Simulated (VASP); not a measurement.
# Mo (Im-3m) in VASP: a series of runs

Aim: see how the results for Mo move with the level of theory and the settings. Levels: PBE+D3(BJ), PBEsol, revPBE+D3(BJ). Tasks: relaxation of cell and atoms.

All numbers are computed with VASP 6.6.1; they aren't measurements. Logs are shortened: lines on timing, memory, paths and dates and some standing lists are left out, and cuts for length are marked.

### 1 The cell of the first run

The structure is cubic, space group Im-3m (No. 229). Conventional cell: a = 3.147 Å, b = 3.147 Å, c = 3.147 Å, α = 90.00°, β = 90.00°, γ = 90.00°. Mo (site symmetry m-3m) has 14 Mo at 2.73 to 3.15 Å within 3.6 Å.

### 2 Relaxation of cell and atoms, PBE+D3(BJ)

Input file INCAR:

```
ALGO = Normal ; EDIFF = 1E-7
EDIFFG = -0.02 ; ENCUT = 600
GGA = PE ; IBRION = 2
ISIF = 3 ; ISMEAR = 1
IVDW = 12 ; LASPH = T
LCHARG = F ; LREAL = F
LWAVE = F ; NELM = 80
NSW = 80 ; PREC = Accurate
SIGMA = 0.1
```

Input file KPOINTS:

```
k-points
0
Gamma
  15 15 15
```

Input file POSCAR:

```
Mo
1.0
   -1.5734150000      1.5734150000      1.5734150000
    1.5734150000     -1.5734150000      1.5734150000
    1.5734150000      1.5734150000     -1.5734150000
Mo
1
Direct
    0.0000000000      0.0000000000      0.0000000000
```

Potentials or basis: VASP PAW PBE potentials, release 64 (Mo_sv).

Started as:

```console
$ cat potpaw_PBE.64/Mo_sv/POTCAR > POTCAR
$ mpirun -np 1 vasp_std > vasp.out
```

OUTCAR:

```text
EDIFF = 1E-7
   EDIFFG = -0.02
   ENCUT = 600
   GGA = PE
   IBRION = 2
   ISIF = 3
   ISMEAR = 1
   IVDW = 12
   LASPH = T
   LREAL = F
   NELM = 80
   NSW = 80
   PREC = Accurate
 IVDW          = 12

 ion  position               nearest neighbor table
   1  0.000  0.000  0.000-

  LATTYP: Found a body centered cubic cell.
 ALAT       =     3.1468300000

  Lattice vectors:

 A1 = (  -1.5734150000,   1.5734150000,   1.5734150000)
 A2 = (   1.5734150000,  -1.5734150000,   1.5734150000)
 A3 = (   1.5734150000,   1.5734150000,  -1.5734150000)

Analysis of symmetry for initial positions (statically):
=====================================================================
 Subroutine PRICEL returns:
 Original cell was already a primitive cell.

 Routine SETGRP: Setting up the symmetry group for a
 body centered cubic supercell.

 Subroutine GETGRP returns: Found 48 space group operations
 (whereof 48 operations were pure point group operations)
 out of a pool of 48 trial point group operations.

The static configuration has the point symmetry O_h .

Analysis of symmetry for dynamics (positions and initial velocities):
=====================================================================
 Subroutine PRICEL returns:
 Original cell was already a primitive cell.

 Routine SETGRP: Setting up the symmetry group for a
 body centered cubic supercell.

 Subroutine GETGRP returns: Found 48 space group operations
 (whereof 48 operations were pure point group operations)
 out of a pool of 48 trial point group operations.

The dynamic configuration has the point symmetry O_h .

 Subroutine INISYM returns: Found 48 space group operations
 (whereof 48 operations are pure point group operations),
 and found     1 'primitive' translations

----------------------------------------------------------------------------------------

                                     Primitive cell

  volume of cell :      15.5808

  direct lattice vectors                    reciprocal lattice vectors
    -1.573415000  1.573415000  1.573415000     0.000000000  0.317780115  0.317780115
     1.573415000 -1.573415000  1.573415000     0.317780115  0.000000000  0.317780115
     1.573415000  1.573415000 -1.573415000     0.317780115  0.317780115  0.000000000

  length of vectors
     2.725234721  2.725234721  2.725234721     0.449408949  0.449408949  0.449408949

  position of ions in fractional coordinates (direct lattice)
     0.000000000  0.000000000  0.000000000

  ion indices of the primitive-cell ions
   primitive index   ion index
                 1           1

----------------------------------------------------------------------------------------
[... 68 lines left out ...]
   ENCUT  =  600.0 eV  44.10 Ry    6.64 a.u.   5.44  5.44  5.44*2*pi/ulx,y,z
   NELM   =     80;   NELMIN=  2; NELMDL= -5     # of ELM steps
   EDIFF  = 0.1E-06   stopping-criterion for ELM
   LREAL  =      F    real-space projection
   EDIFFG = -.2E-01   stopping-criterion for IOM
   NSW    =     80    number of steps for IOM
   IBRION =      2    ionic relax: 0-MD 1-quasi-New 2-CG
   NFREE  =      1    steps in history (QN), initial steepest desc. (CG)
   ISIF   =      3    stress and relaxation
   ISYM   =      2    0-nonsym 1-usesym 2-fastsym
   POTIM  = 0.5000    time-step for ionic-motion
   TEBEG  =    0.0;   TEEND  =   0.0 temperature during run
   PSTRESS=    0.0 pullay stress
   NELECT =      14.0000    total number of electrons
   NUPDOWN=      -1.0000    fix difference up-down
   EMIN   =  10.00;   EMAX   =-10.00  energy-range for DOS
   EFERMI =   0.00;   METHOD = LEGACY
   ISMEAR =     1;   SIGMA  =   0.10  broadening in eV -4-tet -1-fermi 0-gaus
   EFERMI_NEDOS =   21; number of points for ismear=-14 and -15
   IALGO  =     38    algorithm
   IMIX   =      4    mixing-type and parameters
     AMIX     =   0.40;   BMIX     =  1.00
     AMIX_MAG =   1.60;   BMIX_MAG =  1.00
  volume/ion in A,a.u.               =      15.58       105.14
  Fermi-wavevector in a.u.,A,eV,Ry     =   1.579747  2.985289 33.954710  2.495601
  Thomas-Fermi vector in A             =   2.680079
   LORBIT       =      0    0 simple, 1 ext, 2 COOP (PROOUT), +10 PAW based schemes
   GGA     = PE    functional components
   LHFCALC =     F    Hartree Fock is set to
   AEXX    =    0.0000 exact exchange contribution
   IVDW    =    12    specifies the selected vdW correction
   LEPSILON=     F    determine dielectric tensor
   LRPA    =     F    only Hartree local field effects (RPA)
 conjugate gradient relaxation of ions
 non-spin polarized calculation
 Methfessel and Paxton  Order N= 1 SIGMA  =   0.10
  energy-cutoff  :      600.00
  volume of cell :       15.58
 maximum number of plane-waves:       539
 NGX is ok and might be reduce to    24
   NGX = 11   NGY = 11   NGZ = 11

--------------------------------------- Ionic step        1  -------------------------------------------

 number of electron      14.0000002 magnetization

 Free energy of the ion-electron system (eV)
  ---------------------------------------------------
  ext. energy  EPLUGINS =         0.00000000
  ---------------------------------------------------
  free energy    TOTEN  =       -10.92923705 eV

  energy without entropy =      -10.92868470  energy(sigma->0) =      -10.92905294

------------------------ aborting loop because EDIFF is reached ----------------------------------------

 Edisp (eV)   -0.71626

 E8    (eV) :    -0.3375
[... 69 lines left out ...]
--------------------------------------- Ionic step        3  -------------------------------------------

 number of electron      14.0000001 magnetization

 Free energy of the ion-electron system (eV)
  ---------------------------------------------------
  ext. energy  EPLUGINS =         0.00000000
  ---------------------------------------------------
  free energy    TOTEN  =       -10.92194756 eV

  energy without entropy =      -10.92130958  energy(sigma->0) =      -10.92173490

 E-fermi :  12.7796     XC(G=0): -13.4809

 val. band max:       12.7470100826   @ k =  -0.2667   0.3333   0.1333
 cond. band min:      12.8023235728   @ k =   0.1333   0.0667   0.0000
 fundamental gap:      0.0553134902
 Fermi energy:        12.7796093793

 k-point     1 :       0.0000    0.0000    0.0000
  band No.  band energies     occupation
      1     -48.4461      2.00000
      2     -21.6752      2.00000
      3     -21.6752      2.00000
      4     -21.6752      2.00000
      5       5.5615      2.00000
      6      11.4477      2.00000
      7      11.4477      2.00000
      8      11.4477      2.00000
      9      14.5323     -0.00000
     10      14.5323     -0.00000
     11      27.7042      0.00000
[... 309 lines left out ...]
 k-point    24 :       0.4000    0.2000    0.0000
  band No.  band energies     occupation
      1     -48.1421      2.00000
      2     -22.9693      2.00000
      3     -22.3580      2.00000
      4     -21.8266      2.00000
      5       8.4430      2.00000
      6       9.7070      2.00000
      7      11.8801      2.00000
      8      14.4330     -0.00000
      9      15.6331      0.00000
     10      20.4737      0.00000
     11      23.7394      0.00000

 [... further k-points ...]

------------------------ aborting loop because EDIFF is reached ----------------------------------------

 Edisp (eV)   -0.72567

 E8    (eV) :    -0.3421
[... 24 lines left out ...]
  FREE ENERGIE OF THE ION-ELECTRON SYSTEM (eV)
  ---------------------------------------------------
  free  energy   TOTEN  =       -11.6476135520 eV

  energy  without entropy=      -11.6469755755  energy(sigma->0) =      -11.64740089

 reached required accuracy - stopping structural energy minimisation
```

OSZICAR:

```text
N       E                     dE             d eps       ncg     rms          rms(c)
DAV:   1     0.102204760963E+03    0.10220E+03   -0.89910E+03  2656   0.145E+03
DAV:   2    -0.100229025230E+02   -0.11223E+03   -0.10846E+03  2841   0.367E+02
DAV:   3    -0.115777952495E+02   -0.15549E+01   -0.15330E+01  3097   0.428E+01
[... 22 lines left out ...]
DAV:   3    -0.109204192522E+02    0.13464E-01   -0.60270E-02  2885   0.307E+00    0.645E-01
DAV:   4    -0.109219399806E+02   -0.15207E-02   -0.11064E-03  2742   0.395E-01    0.300E-02
DAV:   5    -0.109219458486E+02   -0.58680E-05   -0.54763E-05  2966   0.918E-02    0.743E-03
DAV:   6    -0.109219474743E+02   -0.16258E-05   -0.59373E-07  2826   0.119E-02    0.264E-03
DAV:   7    -0.109219476000E+02   -0.12572E-06   -0.22237E-08  1717   0.192E-03    0.569E-04
DAV:   8    -0.109219475554E+02    0.44696E-07   -0.23499E-09  1421   0.659E-04
   3 F= -.11647614E+02 E0= -.11647401E+02  d E =-.211341E-02
```

Wall time 28 s (1 thread of Intel Xeon Platinum 8488C (Sapphire Rapids), shared host); peak memory 0.18 GiB.

What came out:

```
Free energy                            : -11.6476 eV
Relaxed volume                         : 15.39 Å³/atom
Relaxed cell                           : a = 2.714 Å, b = 2.714 Å, c = 2.714 Å, α = 109.47°, β = 109.47°, γ = 109.47°
Space group after relaxing (to 0.05 Å) : Im-3m (No. 229)
Energy gained by relaxing              : 2.1 meV/atom
Ionic steps                            : 3
Pressure after relaxing                : 0.0 GPa
Band gap on the k mesh                 : zero (band 7 reaches 16.61 eV, above the bottom of band 8 at 11.45 eV)
Dispersion energy per atom             : -0.726 eV
```

Step by step:
| step | energy change (eV) | largest force (eV/Å) | pressure (GPa) | volume (Å³) |
| --- | --- | --- | --- | --- |
| 1 | 0.0000 | 0.0000 | -3.41 | 15.58 |
| 2 | 0.0154 | 0.0000 | 10.67 | 14.84 |
| 3 | -0.0021 | 0.0000 | -0.04 | 15.39 |

Final structure:
```cif
data_structure
_symmetry_space_group_name_H-M 'P 1'
_symmetry_Int_Tables_number 1
_cell_length_a 2.7139
_cell_length_b 2.7139
_cell_length_c 2.7139
_cell_angle_alpha 109.471
_cell_angle_beta 109.471
_cell_angle_gamma 109.471
_cell_volume 15.39
loop_
_atom_site_label
_atom_site_type_symbol
_atom_site_fract_x
_atom_site_fract_y
_atom_site_fract_z
_atom_site_occupancy
Mo1 Mo 0.00000 0.00000 0.00000 1
```

Caveat: pairwise dispersion overbinds metals, which lowers pressure and volume.

(Continued in part 2 of 2.)
